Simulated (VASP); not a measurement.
A run of VASP 6.6.1 is set up as follows.

The input INCAR:

```
  ALGO = Normal
  EDIFF = 1E-6
  ENCUT = 500
  GGA = PE
  GGA_COMPAT = F
  ISIF = 2
  ISMEAR = 0
  IVDW = 12
  LASPH = T
  LCHARG = T
  LELF = T
  LREAL = F
  LVHAR = T
  LWAVE = F
  NBANDS = 20
  NELM = 120
  PREC = Accurate
  SIGMA = 0.05
```

Contents of KPOINTS:

```
k-points
0
Gamma
  9 9 6
```

The input POSCAR:

```
CdI2
1.0
    3.9937561676      0.0000000000      0.0000000000
   -1.9968780838      3.4586942977      0.0000000000
    0.0000000000      0.0000000000      7.7454793465
Cd I
1 2
Direct
    0.0000000000      0.0000000000      0.0000000000
    0.3333333333      0.6666666667      0.2492000000
    0.6666666667      0.3333333333      0.7508000000
```

Potentials or basis: VASP PAW PBE potentials, release 64 (Cd, I).

Launch:

```sh
$ cat potpaw_PBE.64/Cd/POTCAR potpaw_PBE.64/I/POTCAR > POTCAR
$ mpirun -np 1 vasp_std > vasp.out
```

**Question.** Estimate the pressure.

**Answer.** 0.6 GPa.

**Question.** What does it give for the dispersion energy per atom?

**Answer.** -0.336 eV.

**Question.** Estimate the largest force.

**Answer.** 0.340 eV/Å.

**Question.** Estimate the band gap on the k mesh.

**Answer.** 1.68 eV, indirect (least direct gap 2.10 eV).

Stress tensor (GPa, compression positive):
```
 2.42  0.00  0.00
 0.00  2.42  0.00
 0.00  0.00 -2.98
```

Caveat: spin-orbit coupling is left out, which moves the levels of the heavy elements. A k mesh can miss the band edges.
